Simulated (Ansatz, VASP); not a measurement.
## Cu: VASP beside Ansatz

File INCAR:

```
SYSTEM = Cu
PREC = Accurate
ENCUT = 520
EDIFF = 1E-7
ISMEAR = 0
SIGMA = 0.15
LREAL = .FALSE.
LASPH = .TRUE.
NELM = 100
ALGO = Fast
ISIF = 2
LWAVE = .FALSE.
LCHARG = .FALSE.
GGA = PS
NBANDS = 18
```

KPOINTS

```
regular mesh
0
G
  22 22 22
  0 0 0
```

POSCAR

```
Cu
1.0
    1.2351570478     -4.0308557117      0.0000000000
    1.2351570478      4.0308557117      0.0000000000
    0.0000000000      0.0000000000      2.4090342101
Cu
2
Direct
    0.1338666500      0.8661333500      0.2500000000
    0.8661333500      0.1338666500      0.7500000000
```

Input for Ansatz:

```yaml
crystal:
  lattice:
    - [1.2351570478, -4.0308557117, 0.0]
    - [1.2351570478, 4.0308557117, 0.0]
    - [0.0, 0.0, 2.4090342101]
  atoms:
    - { symbol: Cu, position: [0.13386665, 0.86613335, 0.25] }
    - { symbol: Cu, position: [0.86613335, 0.13386665, 0.75] }
basis:
  ecutwfc: 420
kpoints:
  mp_grid: { grid: [22, 22, 22] }
hamiltonian:
  xc: pbesol
scf:
  occupations: { method: gaussian, width: 0.15 }
output:
  forces: true
  stress: true
  eigenvalues: true
```

Alike in both runs: task single point; functional PBEsol; k mesh 22 × 22 × 22; occupations gaussian, width 0.15 eV; no spin polarisation.

|  | VASP | Ansatz |
| --- | --- | --- |
| version | VASP 6.6.1 | Ansatz 0.2.0 |
| potentials or method | VASP PAW PBE potentials, release 64 (Cu), cutoff 520 eV | scalar-relativistic, plane waves, PAW |
| valence electrons in the cell | 22 | 38 |

```tsv
	VASP	Ansatz	Ansatz less VASP
gap on the k mesh at the Fermi level (eV)	none	none	-
pressure (GPa)	-0.3	-1.0	-0.75
traceless stress, the component that is largest in VASP (GPa)	5.92	5.89	-0.038
rms of the force components (eV/Å)	0.010	0.012	+0.0018
```

VASP's potentials were made for PBE, not for PBEsol. Atom by atom the forces differ by 0.002 eV/Å (rms over components). A gap of «none» marks a metal or a gap that the smearing closes. With one functional, cell and mesh, what is left measures potentials, basis and numerics. VASP's potentials hold 22 valence electrons a cell and Ansatz's 38, so a difference there can come from the potentials and not from the codes.
